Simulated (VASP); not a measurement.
KTaO3:

```
CELL_PARAMETERS angstrom
3.98830 0.00000 0.00000
0.00000 3.98830 0.00000
0.00000 0.00000 3.98830
ATOMIC_POSITIONS crystal
Ta 0.00000 0.00000 0.00000
K 0.50000 0.50000 0.50000
O 0.00000 0.00000 0.50000
O 0.00000 0.50000 0.00000
O 0.50000 0.00000 0.00000
```

- Program: VASP 6.6.1
- Task: relaxation of cell and atoms
- Functional: PBE
- Dispersion: D4
- Potentials or basis: VASP PAW PBE potentials, release 64 (Ta_pv, K_sv, O)
- Cutoff: 600 eV
- k mesh: 7 × 7 × 7
- Occupations: fermi-dirac, width 0.05 eV
- Spin: no spin polarisation

At the start: pressure 3.8 GPa; volume 12.69 Å³/atom.

Problem. How do energy, volume and symmetry change on relaxing?

Solution. Over 3 steps the energy falls by 2.8 meV/atom and the volume is 12.93 Å³/atom (+1.9 %); space group Pm-3m (No. 221, to 0.05 Å).

The path:
| step | energy change (eV) | largest force (eV/Å) | pressure (GPa) | volume (Å³) |
| --- | --- | --- | --- | --- |
| 1 | 0.0000 | 0.0000 | 3.82 | 63.44 |
| 2 | 0.0086 | 0.0000 | -4.46 | 66.26 |
| 3 | -0.0142 | 0.0000 | -0.02 | 64.66 |

Final structure:
```
CELL_PARAMETERS angstrom
4.01373 0.00000 0.00000
0.00000 4.01373 0.00000
0.00000 0.00000 4.01373
ATOMIC_POSITIONS crystal
Ta 0.00000 0.00000 0.00000
K 0.50000 0.50000 0.50000
O 0.00000 0.00000 0.50000
O 0.00000 0.50000 0.00000
O 0.50000 0.00000 0.00000
```
